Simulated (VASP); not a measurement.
# AlB2As3 (P3m1) in VASP: a series of runs

Runs on AlB2As3. Level: PBE. Tasks: single point, relaxation of cell and atoms.

All numbers are computed with VASP 6.6.1; they aren't measurements. Logs are shortened: lines on timing, memory, paths and dates and some standing lists are left out, and cuts for length are marked.

### 1 The cell of the first run

It takes space group P3m1 (No. 156, trigonal). The conventional cell has a = 3.580 Å, b = 3.580 Å, c = 18.212 Å, α = 90.00°, β = 90.00°, γ = 120.00°. Within 3.1 Å of Al (site symmetry 3m) lie 4 As at 2.34 to 2.43 Å. Within 3.1 Å of Al (site symmetry 3m) lie 4 As at 2.34 to 2.49 Å. Within 2.8 Å of B (site symmetry 3m) lie 4 As at 2.11 to 2.17 Å. Within 2.8 Å of B (site symmetry 3m) lie 4 As at 2.11 to 2.17 Å. B (site symmetry 3m) has 4 As at 2.10 to 2.17 Å within 2.8 Å. Within 2.8 Å of B (site symmetry 3m) lie 4 As at 2.09 to 2.17 Å. Within 2.8 Å of As (site symmetry 3m) lie 4 B at 2.11 to 2.17 Å. Within 2.8 Å of As (site symmetry 3m) lie 4 B at 2.11 to 2.17 Å.

### 2 Single point, PBE

Input file INCAR:

```
SYSTEM = AlB2As3
  ALGO = Normal
  EDIFF = 1E-6
  ENCUT = 520
  GGA = PE
  ISIF = 2
  ISMEAR = 0
  LASPH = .TRUE.
  LCHARG = .FALSE.
  LREAL = .FALSE.
  LWAVE = .FALSE.
  NBANDS = 36
  NELM = 60
  PREC = Accurate
  SIGMA = 0.1
```

Input file KPOINTS:

```
k-points
0
G
  6 6 1
  0 0 0
```

Input file POSCAR:

```
AlB2As3
1.0
    3.5799851250      0.0000000000      0.0000000000
   -1.7899925625      3.1003580634      0.0000000000
    0.0000000000      0.0000000000     18.2124943483
Al B As
2 4 6
Direct
    0.3333333333      0.6666666667      0.6550683891
    0.6666666667      0.3333333333      0.8485607915
    0.3333333333      0.6666666667      0.0224753636
    0.3333333333      0.6666666667      0.3280896676
    0.6666666667      0.3333333333      0.1753935298
    0.6666666667      0.3333333333      0.4804012271
    0.3333333333      0.6666666667      0.1382985687
    0.3333333333      0.6666666667      0.4437241961
    0.3333333333      0.6666666667      0.7884636266
    0.6666666667      0.3333333333      0.2909379733
    0.6666666667      0.3333333333      0.5952235229
    0.6666666667      0.3333333333      0.9853631636
```

Potentials or basis: VASP PAW PBE potentials, release 64 (Al, B, As).

Launch:

```
$ cat potpaw_PBE.64/Al/POTCAR potpaw_PBE.64/B/POTCAR potpaw_PBE.64/As/POTCAR > POTCAR
$ mpirun -np 1 vasp_std > vasp.out
```

OUTCAR:

```text
SYSTEM = AlB2As3
   EDIFF = 1E-6
   ENCUT = 520
   GGA = PE
   ISIF = 2
   ISMEAR = 0
   LASPH = .TRUE.
   LREAL = .FALSE.
   NELM = 60
   PREC = Accurate

 ion  position               nearest neighbor table
   1  0.333  0.667  0.655-  11 2.34  11 2.34  11 2.34   9 2.43
   2  0.667  0.333  0.849-   9 2.34   9 2.34   9 2.34  12 2.49
   3  0.333  0.667  0.022-   7 2.11  12 2.17  12 2.17  12 2.17
   4  0.333  0.667  0.328-   8 2.11  10 2.17  10 2.17  10 2.17
   5  0.667  0.333  0.175-  10 2.10   7 2.17   7 2.17   7 2.17
   6  0.667  0.333  0.480-  11 2.09   8 2.17   8 2.17   8 2.17
   7  0.333  0.667  0.138-   3 2.11   5 2.17   5 2.17   5 2.17
   8  0.333  0.667  0.444-   4 2.11   6 2.17   6 2.17   6 2.17
   9  0.333  0.667  0.788-   2 2.34   2 2.34   2 2.34   1 2.43
  10  0.667  0.333  0.291-   5 2.10   4 2.17   4 2.17   4 2.17
  11  0.667  0.333  0.595-   6 2.09   1 2.34   1 2.34   1 2.34
  12  0.667  0.333  0.985-   3 2.17   3 2.17   3 2.17   2 2.49

  LATTYP: Found a hexagonal cell.
 ALAT       =     3.5799851250
 C/A-ratio  =     5.0873100620

  Lattice vectors:

 A1 = (   3.5799851250,   0.0000000000,   0.0000000000)
 A2 = (  -1.7899925625,   3.1003580634,   0.0000000000)
 A3 = (   0.0000000000,   0.0000000000,  18.2124943483)

Analysis of symmetry for initial positions (statically):
=====================================================================
 Subroutine PRICEL returns:
 Original cell was already a primitive cell.

 Routine SETGRP: Setting up the symmetry group for a
 hexagonal supercell.

 Subroutine GETGRP returns: Found  6 space group operations
 (whereof  6 operations were pure point group operations)
 out of a pool of 24 trial point group operations.

The static configuration has the point symmetry C_3v.

Analysis of symmetry for dynamics (positions and initial velocities):
=====================================================================
 Subroutine PRICEL returns:
 Original cell was already a primitive cell.

 Routine SETGRP: Setting up the symmetry group for a
 hexagonal supercell.

 Subroutine GETGRP returns: Found  6 space group operations
 (whereof  6 operations were pure point group operations)
 out of a pool of 24 trial point group operations.

The dynamic configuration has the point symmetry C_3v.

 Subroutine INISYM returns: Found  6 space group operations
 (whereof  6 operations are pure point group operations),
 and found     1 'primitive' translations

----------------------------------------------------------------------------------------

                                     Primitive cell

  volume of cell :     202.1448

  direct lattice vectors                    reciprocal lattice vectors
     3.579985125  0.000000000  0.000000000     0.279330770  0.161271695  0.000000000
    -1.789992562  3.100358063  0.000000000     0.000000000  0.322543390  0.000000000
     0.000000000  0.000000000 18.212494348     0.000000000  0.000000000  0.054907361

  length of vectors
     3.579985125  3.579985125 18.212494348     0.322543390  0.322543390  0.054907361

  position of ions in fractional coordinates (direct lattice)
     0.333333333  0.666666667  0.655068389
     0.666666667  0.333333333  0.848560791
     0.333333333  0.666666667  0.022475364
     0.333333333  0.666666667  0.328089668
     0.666666667  0.333333333  0.175393530
     0.666666667  0.333333333  0.480401227
     0.333333333  0.666666667  0.138298569
     0.333333333  0.666666667  0.443724196
     0.333333333  0.666666667  0.788463627
     0.666666667  0.333333333  0.290937973
     0.666666667  0.333333333  0.595223523
     0.666666667  0.333333333  0.985363164

  ion indices of the primitive-cell ions
   primitive index   ion index
                 1           1
                 2           2
                 3           3
                 4           4
                 5           5
                 6           6
                 7           7
                 8           8
                 9           9
                10          10
                11          11
                12          12

----------------------------------------------------------------------------------------

 KPOINTS: k-points

Automatic generation of k-mesh.
 Grid dimensions read from file:
 generate k-points for:    6    6    1

 Generating k-lattice:

  Cartesian coordinates                     Fractional coordinates (reciprocal lattice)
     0.046555128  0.026878616  0.000000000     0.166666667  0.000000000  0.000000000
     0.000000000  0.053757232  0.000000000     0.000000000  0.166666667  0.000000000
     0.000000000  0.000000000  0.054907361     0.000000000  0.000000000  1.000000000

  Length of vectors
     0.053757232  0.053757232  0.054907361

  Shift w.r.t. Gamma in fractional coordinates (k-lattice)
     0.000000000  0.000000000  0.000000000

 Subroutine IBZKPT returns following result:
 ===========================================

 Found      7 irreducible k-points:

 Following reciprocal coordinates:
            Coordinates               Weight
  0.000000  0.000000  0.000000      1.000000
  0.166667  0.000000  0.000000      6.000000
  0.333333  0.000000  0.000000      6.000000
  0.500000  0.000000  0.000000      3.000000
  0.166667  0.166667  0.000000      6.000000
  0.333333  0.166667  0.000000     12.000000
  0.333333  0.333333  0.000000      2.000000
   k-points           NKPTS =      7   k-points in BZ     NKDIM =      7   number of bands    NBANDS=     36
   number of dos      NEDOS =    301   number of ions     NIONS =     12
   total plane-waves  NPLWV = 109760
   dimension x,y,z NGX =    28 NGY =   28 NGZ =  140
   dimension x,y,z NGXF=    56 NGYF=   56 NGZF=  280
   ions per type =               2   4   6
   NGX,Y,Z   is equivalent  to a cutoff of  13.00, 13.00, 12.78 a.u.
   NGXF,Y,Z  is equivalent  to a cutoff of  26.01, 26.01, 25.56 a.u.
 SYSTEM =  AlB2As3
   PREC   = accura    normal or accurate (medium, high low for compatibility)
   ISTART =      0    job   : 0-new  1-cont  2-samecut
   ICHARG =      2    charge: 1-file 2-atom 10-const
   ISPIN  =      1    spin polarized calculation?
   LNONCOLLINEAR =      F non collinear calculations
   LSORBIT =      F    spin-orbit coupling
   LASPH  =      T    aspherical Exc in radial PAW
   ENCUT  =  520.0 eV  38.22 Ry    6.18 a.u.   6.66  6.66 33.86*2*pi/ulx,y,z
   NELM   =     60;   NELMIN=  2; NELMDL= -5     # of ELM steps
   EDIFF  = 0.1E-05   stopping-criterion for ELM
   LREAL  =      F    real-space projection
   EDIFFG = 0.1E-04   stopping-criterion for IOM
   NSW    =      0    number of steps for IOM
   IBRION =     -1    ionic relax: 0-MD 1-quasi-New 2-CG
   NFREE  =      0    steps in history (QN), initial steepest desc. (CG)
   ISIF   =      2    stress and relaxation
   ISYM   =      2    0-nonsym 1-usesym 2-fastsym
   POTIM  = 0.5000    time-step for ionic-motion
   TEBEG  =    0.0;   TEEND  =   0.0 temperature during run
   PSTRESS=    0.0 pullay stress
   NELECT =      48.0000    total number of electrons
   NUPDOWN=      -1.0000    fix difference up-down
   EMIN   =  10.00;   EMAX   =-10.00  energy-range for DOS
   EFERMI =   0.00;   METHOD = LEGACY
   ISMEAR =     0;   SIGMA  =   0.10  broadening in eV -4-tet -1-fermi 0-gaus
   EFERMI_NEDOS =   21; number of points for ismear=-14 and -15
   IALGO  =     38    algorithm
   IMIX   =      4    mixing-type and parameters
     AMIX     =   0.40;   BMIX     =  1.00
     AMIX_MAG =   1.60;   BMIX_MAG =  1.00
  volume/ion in A,a.u.               =      16.85       113.68
  Fermi-wavevector in a.u.,A,eV,Ry     =   1.013758  1.915725 13.982787  1.027706
  Thomas-Fermi vector in A             =   2.146946
   LORBIT       =      0    0 simple, 1 ext, 2 COOP (PROOUT), +10 PAW based schemes
   GGA     = PE    functional components
   LHFCALC =     F    Hartree Fock is set to
   AEXX    =    0.0000 exact exchange contribution
   IVDW    =     0    specifies the selected vdW correction
   LEPSILON=     F    determine dielectric tensor
   LRPA    =     F    only Hartree local field effects (RPA)
 non-spin polarized calculation
 Gauss-broadening in eV      SIGMA  =   0.10
  energy-cutoff  :      520.00
  volume of cell :      202.14
 maximum number of plane-waves:      5503
 NGX is ok and might be reduce to    28
   NGX = 13   NGY = 13   NGZ = 67

 number of electron      48.0000001 magnetization

 Free energy of the ion-electron system (eV)
  ---------------------------------------------------
  ext. energy  EPLUGINS =         0.00000000
  ---------------------------------------------------
  free energy    TOTEN  =       -61.90378583 eV

  energy without entropy =      -61.89819958  energy(sigma->0) =      -61.90099270

 E-fermi :   6.0416     XC(G=0):  -9.8890

 val. band max:        5.9912623679   @ k =   0.0000   0.0000   0.0000
 cond. band min:       6.1223225210   @ k =   0.5000   0.0000   0.0000
 fundamental gap:      0.1310601531
 Fermi energy:         6.0415509848

 k-point     1 :       0.0000    0.0000    0.0000
  band No.  band energies     occupation
      1      -9.1721      2.00000
      2      -8.7324      2.00000
      3      -8.1177      2.00000
      4      -7.2971      2.00000
      5      -7.2680      2.00000
      6      -6.5062      2.00000
[... 28 lines left out ...]
     35       9.2846      0.00000
     36       9.3316      0.00000

 k-point     2 :       0.1667    0.0000    0.0000
  band No.  band energies     occupation
      1      -8.8334      2.00000
      2      -8.3985      2.00000
      3      -7.7889      2.00000
      4      -6.9768      2.00000
      5      -6.9583      2.00000
      6      -6.2251      2.00000
[... 28 lines left out ...]
     35       9.8523      0.00000
     36       9.9153      0.00000
[... 154 lines left out ...]
     35       9.8845      0.00000
     36      10.3925      0.00000

 k-point     7 :       0.3333    0.3333    0.0000
  band No.  band energies     occupation
      1      -6.2097      2.00000
      2      -6.1764      2.00000
      3      -6.1194      2.00000
      4      -5.8291      2.00000
      5      -5.5722      2.00000
      6      -5.1705      2.00000
[... 28 lines left out ...]
     35      11.1018      0.00000
     36      11.2445      0.00000

------------------------ aborting loop because EDIFF is reached ----------------------------------------

  FORCE on cell =-STRESS in cart. coord.  units (eV):
  Direction    XX          YY          ZZ          XY          YZ          ZX
  --------------------------------------------------------------------------------------
  -------------------------------------------------------------------------------------
  Total        0.3277355      0.3277355      0.4696829      0.0000000      0.0000000      0.0000000
  in kB        2.5975960      2.5975960      3.7226553      0.0000000      0.0000000      0.0000000
  external PRESSURE =       2.9726158 kB  Pullay stress =       0.0000000 kB

 VOLUME and BASIS-vectors are now :
 -----------------------------------------------------------------------------
  energy-cutoff  :      520.00
  volume of cell :      202.14
      direct lattice vectors                 reciprocal lattice vectors
     3.579985125  0.000000000  0.000000000     0.279330770  0.161271695  0.000000000
    -1.789992562  3.100358063  0.000000000     0.000000000  0.322543390  0.000000000
     0.000000000  0.000000000 18.212494348     0.000000000  0.000000000  0.054907361

 POSITION                                       TOTAL-FORCE (eV/Angst)
 -----------------------------------------------------------------------------------
     -0.00000      2.06691     11.93043        -0.000000      0.000000      0.027734
      1.78999      1.03345     15.45441         0.000000      0.000000      0.030257
     -0.00000      2.06691      0.40933         0.000000     -0.000000     -0.016099
     -0.00000      2.06691      5.97533         0.000000     -0.000000     -0.014588
      1.78999      1.03345      3.19435         0.000000     -0.000000     -0.014345
      1.78999      1.03345      8.74930         0.000000      0.000000     -0.019819
     -0.00000      2.06691      2.51876         0.000000      0.000000      0.012201
     -0.00000      2.06691      8.08132         0.000000      0.000000      0.006899
     -0.00000      2.06691     14.35989        -0.000000      0.000000     -0.023731
      1.78999      1.03345      5.29871        -0.000000      0.000000      0.014653
      1.78999      1.03345     10.84051        -0.000000      0.000000      0.005658
      1.78999      1.03345     17.94592         0.000000     -0.000000     -0.008820
 -----------------------------------------------------------------------------------
    total drift:                               -0.000000     -0.000000     -0.000145

  FREE ENERGIE OF THE ION-ELECTRON SYSTEM (eV)
  ---------------------------------------------------
  free  energy   TOTEN  =       -61.9037858268 eV

  energy  without entropy=      -61.8981995810  energy(sigma->0) =      -61.90099270
```

It took 41 s on 1 thread of Intel Xeon 6975P-C (Granite Rapids), shared host; peak memory 0.33 GiB.

What came out:

```yaml
Free_energy: -61.9038 eV
Pressure: 0.3 GPa
Largest_force: 0.030 eV/Å
Band_gap_on_the_k_mesh: 0.13 eV (least direct gap 0.14 eV)
```

Forces in eV/Å, atoms in the order of the input:
```
Al   0.000  0.000  0.028
Al   0.000  0.000  0.030
B    0.000  0.000 -0.016
B    0.000  0.000 -0.015
B    0.000  0.000 -0.014
B    0.000  0.000 -0.020
As   0.000  0.000  0.012
As   0.000  0.000  0.007
As   0.000  0.000 -0.024
As   0.000  0.000  0.015
As   0.000  0.000  0.006
As   0.000  0.000 -0.009
```

Caveat: semilocal functionals underestimate gaps, and a narrow one can read as zero. A k mesh can miss the band edges.

(Continued in part 2 of 3.)
